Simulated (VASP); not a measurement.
# W (Im-3m) in VASP: single point with PBE

Aim: the single point of W with PBE.

Program: VASP 6.6.1. These are calculated values, not measurements. Logs are shortened: lines on timing, memory, paths and dates and some standing lists are left out, and cuts for length are marked.

## (1) The cell of the first run

It takes space group Im-3m (No. 229, cubic). Conventional cell: a = 3.184 Å, b = 3.184 Å, c = 3.184 Å, α = 90.00°, β = 90.00°, γ = 90.00°. Within 3.6 Å of W (site symmetry m-3m) lie 14 W at 2.76 to 3.18 Å.

## (2) Single point, PBE

INCAR reads:

```
SYSTEM = W
PREC     = Accurate       ! precision mode
ENCUT    = 500            ! plane-wave cutoff, eV
EDIFF    = 1E-6           ! SCF threshold, eV
ISMEAR   = -1             ! smearing method
SIGMA    = 0.0816         ! smearing width, eV
LREAL    = .False.        ! projectors in reciprocal space
LASPH    = .True.         ! aspherical terms in the spheres
NELM     = 120            ! most SCF steps
ALGO     = Normal         ! electronic algorithm
ISIF     = 2              ! what is computed and relaxed
LWAVE    = .False.        ! write WAVECAR
LCHARG   = .True.         ! write CHGCAR
GGA      = PE             ! functional
LELF     = .True.         ! ELF
LVHAR    = .True.       
NBANDS   = 21             ! bands
GGA_COMPAT= .False.
```

KPOINTS reads:

```
Automatic mesh
0
Gamma
  8 8 8
  0 0 0
```

POSCAR reads:

```
W
1.0
    3.1843638255      0.0000000000      0.0000000000
    0.0000000000      3.1843638255      0.0000000000
    0.0000000000      0.0000000000      3.1843638255
W
2
Direct
    0.0000000000      0.0000000000      0.0000000000
    0.5000000000      0.5000000000      0.5000000000
```

Potentials or basis: VASP PAW PBE potentials, release 64 (W_sv).

Started as:

```bash
> cat potpaw_PBE.64/W_sv/POTCAR > POTCAR
> mpirun -np 1 vasp_std > vasp.out
```

OUTCAR:

```text
SYSTEM = W
   PREC = Accurate
   ENCUT = 500
   EDIFF = 1E-6
   ISMEAR = -1
   LREAL = .False.
   LASPH = .True.
   NELM = 120
   ISIF = 2
   GGA = PE

 ion  position               nearest neighbor table
   1  0.000  0.000  0.000-   2 2.76   2 2.76   2 2.76   2 2.76   2 2.76   2 2.76   2 2.76   2 2.76

   2  0.500  0.500  0.500-   1 2.76   1 2.76   1 2.76   1 2.76   1 2.76   1 2.76   1 2.76   1 2.76

  LATTYP: Found a simple cubic cell.
 ALAT       =     3.1843638255

  Lattice vectors:

 A1 = (   3.1843638255,   0.0000000000,   0.0000000000)
 A2 = (   0.0000000000,   3.1843638255,   0.0000000000)
 A3 = (   0.0000000000,   0.0000000000,   3.1843638255)

Analysis of symmetry for initial positions (statically):
=====================================================================
 Subroutine PRICEL returns following result:

  LATTYP: Found a body centered cubic cell.
 ALAT       =     3.1843638255

  Lattice vectors:

 A1 = (   1.5921819128,   1.5921819128,  -1.5921819127)
 A2 = (  -1.5921819128,   1.5921819127,   1.5921819127)
 A3 = (   1.5921819128,  -1.5921819127,   1.5921819128)

   2 primitive cells build up your supercell.

 Routine SETGRP: Setting up the symmetry group for a
 simple cubic supercell.

 Subroutine GETGRP returns: Found 48 space group operations
 (whereof 48 operations were pure point group operations)
 out of a pool of 48 trial point group operations.

The static configuration has the point symmetry O_h .

Analysis of symmetry for dynamics (positions and initial velocities):
=====================================================================
 Subroutine PRICEL returns following result:

  LATTYP: Found a body centered cubic cell.
 ALAT       =     3.1843638255

  Lattice vectors:

 A1 = (   1.5921819128,   1.5921819128,  -1.5921819127)
 A2 = (  -1.5921819128,   1.5921819127,   1.5921819127)
 A3 = (   1.5921819128,  -1.5921819127,   1.5921819128)

   2 primitive cells build up your supercell.

 Routine SETGRP: Setting up the symmetry group for a
 simple cubic supercell.

 Subroutine GETGRP returns: Found 48 space group operations
 (whereof 48 operations were pure point group operations)
 out of a pool of 48 trial point group operations.

The dynamic configuration has the point symmetry O_h .

 Subroutine INISYM returns: Found 48 space group operations
 (whereof 48 operations are pure point group operations),
 and found     2 'primitive' translations

----------------------------------------------------------------------------------------

                                     Primitive cell

  volume of cell :      16.1450

  direct lattice vectors                    reciprocal lattice vectors
     1.592181913  1.592181913 -1.592181913     0.314034468  0.314034468  0.000000000
    -1.592181913  1.592181913  1.592181913    -0.000000000  0.314034468  0.314034468
     1.592181913 -1.592181913  1.592181913     0.314034468  0.000000000  0.314034468

  length of vectors
     2.757739968  2.757739968  2.757739968     0.444111804  0.444111804  0.444111804

  position of ions in fractional coordinates (direct lattice)
     0.000000000  0.000000000  0.000000000

  ion indices of the primitive-cell ions
   primitive index   ion index
                 1           1

----------------------------------------------------------------------------------------

 KPOINTS: Automatic mesh

Automatic generation of k-mesh.
 Grid dimensions read from file:
 generate k-points for:    8    8    8

 Generating k-lattice:

  Cartesian coordinates                     Fractional coordinates (reciprocal lattice)
     0.039254309  0.000000000  0.000000000     0.125000000  0.000000000  0.000000000
     0.000000000  0.039254309  0.000000000     0.000000000  0.125000000  0.000000000
     0.000000000  0.000000000  0.039254309     0.000000000  0.000000000  0.125000000

  Length of vectors
     0.039254309  0.039254309  0.039254309

  Shift w.r.t. Gamma in fractional coordinates (k-lattice)
     0.000000000  0.000000000  0.000000000

 Subroutine IBZKPT returns following result:
 ===========================================

 Found     35 irreducible k-points:

 Following reciprocal coordinates:
            Coordinates               Weight
  0.000000  0.000000  0.000000      1.000000
  0.125000  0.000000  0.000000      6.000000
  0.250000  0.000000  0.000000      6.000000
  0.375000  0.000000  0.000000      6.000000
  0.500000  0.000000  0.000000      3.000000
  0.125000  0.125000  0.000000     12.000000
[... 16 lines left out ...]
  0.375000  0.375000  0.125000     24.000000
  0.500000  0.375000  0.125000     24.000000
 [... further k-points ...]
   k-points           NKPTS =     35   k-points in BZ     NKDIM =     35   number of bands    NBANDS=     21
   number of dos      NEDOS =    301   number of ions     NIONS =      2
   total plane-waves  NPLWV =  13824
   dimension x,y,z NGX =    24 NGY =   24 NGZ =   24
   dimension x,y,z NGXF=    48 NGYF=   48 NGZF=   48
   ions per type =               2
   NGX,Y,Z   is equivalent  to a cutoff of  12.53, 12.53, 12.53 a.u.
   NGXF,Y,Z  is equivalent  to a cutoff of  25.06, 25.06, 25.06 a.u.
 SYSTEM =  W
   PREC   = accura    normal or accurate (medium, high low for compatibility)
   ISTART =      0    job   : 0-new  1-cont  2-samecut
   ICHARG =      2    charge: 1-file 2-atom 10-const
   ISPIN  =      1    spin polarized calculation?
   LNONCOLLINEAR =      F non collinear calculations
   LSORBIT =      F    spin-orbit coupling
   LASPH  =      T    aspherical Exc in radial PAW
   ENCUT  =  500.0 eV  36.75 Ry    6.06 a.u.   5.81  5.81  5.81*2*pi/ulx,y,z
   NELM   =    120;   NELMIN=  2; NELMDL= -5     # of ELM steps
   EDIFF  = 0.1E-05   stopping-criterion for ELM
   LREAL  =      F    real-space projection
   EDIFFG = 0.1E-04   stopping-criterion for IOM
   NSW    =      0    number of steps for IOM
   IBRION =     -1    ionic relax: 0-MD 1-quasi-New 2-CG
   NFREE  =      0    steps in history (QN), initial steepest desc. (CG)
   ISIF   =      2    stress and relaxation
   ISYM   =      2    0-nonsym 1-usesym 2-fastsym
   POTIM  = 0.5000    time-step for ionic-motion
   TEBEG  =    0.0;   TEEND  =   0.0 temperature during run
   PSTRESS=    0.0 pullay stress
   NELECT =      28.0000    total number of electrons
   NUPDOWN=      -1.0000    fix difference up-down
   EMIN   =  10.00;   EMAX   =-10.00  energy-range for DOS
   EFERMI =   0.00;   METHOD = LEGACY
   ISMEAR =    -1;   SIGMA  =   0.08  broadening in eV -4-tet -1-fermi 0-gaus
   EFERMI_NEDOS =   21; number of points for ismear=-14 and -15
   IALGO  =     38    algorithm
   IMIX   =      4    mixing-type and parameters
     AMIX     =   0.40;   BMIX     =  1.00
     AMIX_MAG =   1.60;   BMIX_MAG =  1.00
  volume/ion in A,a.u.               =      16.15       108.95
  Fermi-wavevector in a.u.,A,eV,Ry     =   1.561127  2.950102 33.158985  2.437117
  Thomas-Fermi vector in A             =   2.664238
   LORBIT       =      0    0 simple, 1 ext, 2 COOP (PROOUT), +10 PAW based schemes
   GGA     = PE    functional components
   LHFCALC =     F    Hartree Fock is set to
   AEXX    =    0.0000 exact exchange contribution
   IVDW    =     0    specifies the selected vdW correction
   LEPSILON=     F    determine dielectric tensor
   LRPA    =     F    only Hartree local field effects (RPA)
 non-spin polarized calculation
  energy-cutoff  :      500.00
  volume of cell :       32.29
 maximum number of plane-waves:       840
 NGX is ok and might be reduce to    24
   NGX = 11   NGY = 11   NGZ = 11

 number of electron      27.9999993 magnetization

 Free energy of the ion-electron system (eV)
  ---------------------------------------------------
  ext. energy  EPLUGINS =         0.00000000
  ---------------------------------------------------
  free energy    TOTEN  =       -25.92161828 eV

  energy without entropy =      -25.89610013  energy(sigma->0) =      -25.90885920

 E-fermi :  11.2330     XC(G=0): -13.5378

 val. band max:       11.2208976917   @ k =   0.5000   0.5000   0.1250
 cond. band min:      11.2419122893   @ k =   0.1250   0.1250   0.1250
 fundamental gap:      0.0210145976
 Fermi energy:        11.2330428949

 k-point     1 :       0.0000    0.0000    0.0000
  band No.  band energies     occupation
      1     -63.0312      2.00000
      2     -62.8154      2.00000
      3     -27.4701      2.00000
      4     -27.4701      2.00000
      5     -27.4701      2.00000
      6     -26.6192      2.00000
[... 13 lines left out ...]
     20      19.2795      0.00000
     21      19.2795      0.00000

 k-point     2 :       0.1250    0.0000    0.0000
  band No.  band energies     occupation
      1     -63.0221      2.00000
      2     -62.8225      2.00000
      3     -27.4698      2.00000
      4     -27.4369      2.00000
      5     -27.4369      2.00000
      6     -26.6867      2.00000
[... 13 lines left out ...]
     20      18.1232      0.00000
     21      21.0234      0.00000

 k-point     3 :       0.2500    0.0000    0.0000
  band No.  band energies     occupation
      1     -62.9961      2.00000
      2     -62.8432      2.00000
      3     -27.4556      2.00000
      4     -27.3425      2.00000
      5     -27.3425      2.00000
      6     -26.8614      2.00000
[... 13 lines left out ...]
     20      16.1135      0.00000
     21      24.0348      0.00000
[... 457 lines left out ...]
 k-point    23 :       0.3750    0.3750    0.1250
  band No.  band energies     occupation
      1     -62.9235      2.00000
      2     -62.8942      2.00000
      3     -27.7357      2.00000
      4     -27.6481      2.00000
      5     -27.1498      2.00000
      6     -26.9750      2.00000
[... 13 lines left out ...]
     20      18.4636      0.00000
     21      21.0237      0.00000

 k-point    24 :       0.5000    0.3750    0.1250
  band No.  band energies     occupation
      1     -62.9077      2.00000
      2     -62.9077      2.00000
      3     -27.7383      2.00000
      4     -27.7383      2.00000
      5     -27.0559      2.00000
      6     -27.0559      2.00000
[... 13 lines left out ...]
     20      17.5211      0.00000
     21      21.8310      0.00000

 [... further k-points ...]

------------------------ aborting loop because EDIFF is reached ----------------------------------------

  FORCE on cell =-STRESS in cart. coord.  units (eV):
  Direction    XX          YY          ZZ          XY          YZ          ZX
  --------------------------------------------------------------------------------------
  -------------------------------------------------------------------------------------
  Total        0.0840527      0.0840527      0.0840527     -0.0000000     -0.0000000     -0.0000000
  in kB        4.1705568      4.1705568      4.1705568     -0.0000000     -0.0000000     -0.0000000
  external PRESSURE =       4.1705568 kB  Pullay stress =       0.0000000 kB

 VOLUME and BASIS-vectors are now :
 -----------------------------------------------------------------------------
  energy-cutoff  :      500.00
  volume of cell :       32.29
      direct lattice vectors                 reciprocal lattice vectors
     3.184363826  0.000000000  0.000000000     0.314034468  0.000000000  0.000000000
     0.000000000  3.184363826  0.000000000     0.000000000  0.314034468  0.000000000
     0.000000000  0.000000000  3.184363826     0.000000000  0.000000000  0.314034468

 POSITION                                       TOTAL-FORCE (eV/Angst)
 -----------------------------------------------------------------------------------
      0.00000      0.00000      0.00000        -0.000000     -0.000000     -0.000000
      1.59218      1.59218      1.59218         0.000000      0.000000      0.000000
 -----------------------------------------------------------------------------------
    total drift:                                0.000000      0.000000     -0.000000

  FREE ENERGIE OF THE ION-ELECTRON SYSTEM (eV)
  ---------------------------------------------------
  free  energy   TOTEN  =       -25.9216182783 eV

  energy  without entropy=      -25.8961001267  energy(sigma->0) =      -25.90885920
```

Wall time 12 s (1 thread of Intel Xeon Platinum 8259CL at 2.50GHz (Skylake/Cascade Lake), shared host); peak memory 0.14 GiB.

What came out:

```yaml
Free_energy: -25.9216 eV
Pressure: 0.4 GPa
Band_gap_on_the_k_mesh: zero (band 14 reaches 11.80 eV, above the bottom of band 15 at 10.66 eV)
```

Caveat: spin-orbit coupling is left out, which moves the levels of the heavy elements.
